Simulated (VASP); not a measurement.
# Ni (Im-3m) in VASP: further runs, part 2 of 2

VASP 6.6.1. Earlier steps stand in the parts before.

## (4) Relaxation of cell and atoms, PBE, collinear spin, ferromagnetic start

This run uses another cell than the first one, of 10.60 Å³/atom.

Input file INCAR:

```
SYSTEM = Ni
PREC = Accurate
ENCUT = 600
EDIFF = 1E-6
ISMEAR = 0
SIGMA = 0.1
LREAL = .FALSE.
LASPH = .TRUE.
NELM = 150
ALGO = Normal
ISIF = 3
LWAVE = .FALSE.
LCHARG = .FALSE.
ISPIN = 2
MAGMOM = 0.59
LORBIT = 11
LMAXMIX = 4
GGA = PE
IBRION = 2
NSW = 100
EDIFFG = -0.005
```

Input file KPOINTS:

```
regular mesh
0
G
  22 22 22
  0 0 0
```

Input file POSCAR:

```
Ni
1.0
   -1.3837154700      1.3837154700      1.3837154700
    1.3837154700     -1.3837154700      1.3837154700
    1.3837154700      1.3837154700     -1.3837154700
Ni
1
Direct
    0.0000000000      0.0000000000      0.0000000000
```

Potentials or basis: VASP PAW PBE potentials, release 64 (Ni).

On the command line:

```
cat potpaw_PBE.64/Ni/POTCAR > POTCAR
mpirun -np 1 vasp_std > vasp.out
```

OUTCAR:

```text
SYSTEM = Ni
   PREC = Accurate
   ENCUT = 600
   EDIFF = 1E-6
   ISMEAR = 0
   LREAL = .FALSE.
   LASPH = .TRUE.
   NELM = 150
   ISIF = 3
   ISPIN = 2
   LORBIT = 11
   GGA = PE
   IBRION = 2
   NSW = 100
   EDIFFG = -0.005

 ion  position               nearest neighbor table
   1  0.000  0.000  0.000-

  LATTYP: Found a body centered cubic cell.
 ALAT       =     2.7674309400

  Lattice vectors:

 A1 = (  -1.3837154700,   1.3837154700,   1.3837154700)
 A2 = (   1.3837154700,  -1.3837154700,   1.3837154700)
 A3 = (   1.3837154700,   1.3837154700,  -1.3837154700)

Analysis of symmetry for initial positions (statically):
=====================================================================
 Subroutine PRICEL returns:
 Original cell was already a primitive cell.

 Routine SETGRP: Setting up the symmetry group for a
 body centered cubic supercell.

 Subroutine GETGRP returns: Found 48 space group operations
 (whereof 48 operations were pure point group operations)
 out of a pool of 48 trial point group operations.

The static configuration has the point symmetry O_h .

Analysis of symmetry for dynamics (positions and initial velocities):
=====================================================================
 Subroutine PRICEL returns:
 Original cell was already a primitive cell.

 Routine SETGRP: Setting up the symmetry group for a
 body centered cubic supercell.

 Subroutine GETGRP returns: Found 48 space group operations
[... 233 lines left out ...]

 number of electron       9.9999993 magnetization       0.5434474

 Free energy of the ion-electron system (eV)
  ---------------------------------------------------
  ext. energy  EPLUGINS =         0.00000000
  ---------------------------------------------------
  free energy    TOTEN  =        -5.37981886 eV

  energy without entropy =       -5.37283316  energy(sigma->0) =       -5.37632601

 E-fermi :   9.1198     XC(G=0): -13.2000

 val. band max:        9.1119026167   @ k =  -0.3182  -0.4545   0.0455
 cond. band min:       9.1230476142   @ k =  -0.3182   0.3182   0.0909
 fundamental gap:      0.0111449974
 Fermi energy:         9.1197867749

 spin component 1

 k-point     1 :       0.0000    0.0000    0.0000
  band No.  band energies     occupation
      1       0.3029      1.00000
      2       6.8675      1.00000
      3       6.8675      1.00000
      4       6.8675      1.00000
      5       8.2721      1.00000
      6       8.2721      1.00000
      7      35.5004      0.00000
      8      35.5004      0.00000
      9      35.5004      0.00000
[... 265 lines left out ...]
 k-point    24 :       0.1364    0.0909    0.0000
  band No.  band energies     occupation
      1       1.8472      1.00000
      2       6.6019      1.00000
      3       6.7062      1.00000
      4       7.5904      1.00000
      5       8.0247      1.00000
      6       8.3347      1.00000
      7      28.3822      0.00000
      8      30.1228      0.00000
      9      33.6018      0.00000

 [... further k-points ...]

 spin component 2

 k-point     1 :       0.0000    0.0000    0.0000
  band No.  band energies     occupation
      1       0.2880      1.00000
      2       7.5333      1.00000
      3       7.5333      1.00000
      4       7.5333      1.00000
      5       8.7392      1.00000
      6       8.7392      1.00000
      7      35.3996      0.00000
      8      35.3996      0.00000
      9      35.3996      0.00000
[... 304 lines left out ...]
  FREE ENERGIE OF THE ION-ELECTRON SYSTEM (eV)
  ---------------------------------------------------
  free  energy   TOTEN  =        -5.3798188576 eV

  energy  without entropy=       -5.3728331560  energy(sigma->0) =       -5.37632601

 reached required accuracy - stopping structural energy minimisation

 total charge

# of ion       s       p       d       tot
------------------------------------------
    1        0.488   0.481   8.332   9.300

 magnetization (x)

# of ion       s       p       d       tot
------------------------------------------
    1       -0.004  -0.016   0.573   0.552
```

OSZICAR:

```text
N       E                     dE             d eps       ncg     rms          rms(c)
DAV:   1     0.254893070236E+02    0.25489E+02   -0.53639E+03 12048   0.161E+03
[... 26 lines left out ...]
DAV:   2    -0.544845654181E+01    0.12481E+00   -0.30332E+00 12353   0.270E+01    0.206E+00
DAV:   3    -0.538410998771E+01    0.64347E-01   -0.49890E-01 12232   0.111E+01    0.562E-01
DAV:   4    -0.538037543096E+01    0.37346E-02   -0.28783E-03 14224   0.454E-01    0.311E-01
DAV:   5    -0.537979897104E+01    0.57646E-03   -0.10022E-03 16629   0.251E-01    0.775E-02
DAV:   6    -0.537982458480E+01   -0.25614E-04   -0.38162E-05 12696   0.791E-02    0.380E-02
DAV:   7    -0.537981905335E+01    0.55314E-05   -0.83131E-06 10394   0.402E-02    0.551E-03
DAV:   8    -0.537981885759E+01    0.19576E-06   -0.12753E-07  5956   0.589E-03
   3 F= -.53798189E+01 E0= -.53763260E+01  d E =-.800309E-02  mag=     0.5434
```

CONTCAR:

```text
Ni
   1.00000000000000
    -1.3998420785292853    1.3998420785292853    1.3998420785292853
     1.3998420785292853   -1.3998420785292853    1.3998420785292853
     1.3998420785292853    1.3998420785292853   -1.3998420785292853
  Ni
     1
Direct
     0.0000000000000000    0.0000000000000000    0.0000000000000000

  0.00000000E+00  0.00000000E+00  0.00000000E+00
```

It took 3.3 min on 1 thread of Intel Xeon 8259CL, shared host; peak memory 0.19 GiB.

What came out:

```yaml
Free_energy: -5.3798 eV
Relaxed_volume: 10.97 Å³/atom
Relaxed_cell: a = 2.425 Å, b = 2.425 Å, c = 2.425 Å, α = 109.47°, β = 109.47°, γ = 109.47°
Space_group_after_relaxing_to_0.1_Å: Im-3m (No. 229)
Energy_gained_by_relaxing: 8.0 meV/atom
Ionic_steps: 3
Pressure_after_relaxing: 0.0 GPa
Net_moment: 0.54 μB per cell
Site_moments: Ni +0.55 μB
Valence_electrons_inside_the_program's_atomic_spheres: Ni 9.30
```

The path:
```
step  energy change (eV)  largest force (eV/Å)  pressure (GPa)  volume (Å³)
   1              0.0000                0.0000            7.07        10.60
   2             -0.0014                0.0000           -5.63        11.33
   3             -0.0080                0.0000           -0.04        10.97
```

Final structure:
```xyz
1
Lattice="-1.3998 1.3998 1.3998 1.3998 -1.3998 1.3998 1.3998 1.3998 -1.3998" Properties=species:S:1:pos:R:3 pbc="T T T"
Ni    0.0000    0.0000    0.0000
```

Levels at points of the mesh, in eV from the Fermi level:
Spin up:
```tsv
k point	band 3	band 4	band 5	band 6	band 7	band 8
(0.00, 0.00, 0.00)	-2.25	-2.25	-0.85	-0.85	26.38	26.38
(0.50, 0.00, 0.00)	-0.93	-0.70	-0.04	0.30	6.44	19.05
(0.50, 0.50, 0.50)	-0.26	-0.26	-0.26	9.74	9.74	9.74
```
Spin down:
```tsv
k point	band 1	band 2	band 3	band 4	band 5	band 6	band 7	band 8	band 9
(0.00, 0.00, 0.00)	-8.83	-1.59	-1.59	-1.59	-0.38	-0.38	26.28	26.28	26.28
(0.50, 0.00, 0.00)	-4.19	-2.55	-0.39	-0.22	0.27	0.72	6.78	18.98	20.03
(0.50, 0.50, 0.50)	-3.79	-3.79	0.49	0.49	0.49	9.78	9.78	9.78	15.70
```

## (5) The runs side by side

```tsv
task	cell	k mesh	cutoff (eV)	smearing	gap on the mesh (eV)	pressure (GPa)	moment (μB)
single point	a = 2.425 Å, angles 109.5°, 1 atom	22 × 22 × 22	520	gaussian 0.1 eV	none	-0.1	0.54
single point	a = 2.425 Å, angles 109.5°, 1 atom	30 × 30 × 30	520	gaussian 0.15 eV	none	0.0	0.55
relaxation of cell and atoms	relaxed from a = 2.397 Å, angles 109.5°, 1 atom	22 × 22 × 22	600	gaussian 0.1 eV	none	0.0	0.54
```

Alike in all rows: level PBE; potentials or basis VASP PAW PBE potentials, release 64 (Ni); spin collinear, ferromagnetic start.

Total energies depend on the potentials used, so only differences within one code and one set of settings carry meaning.
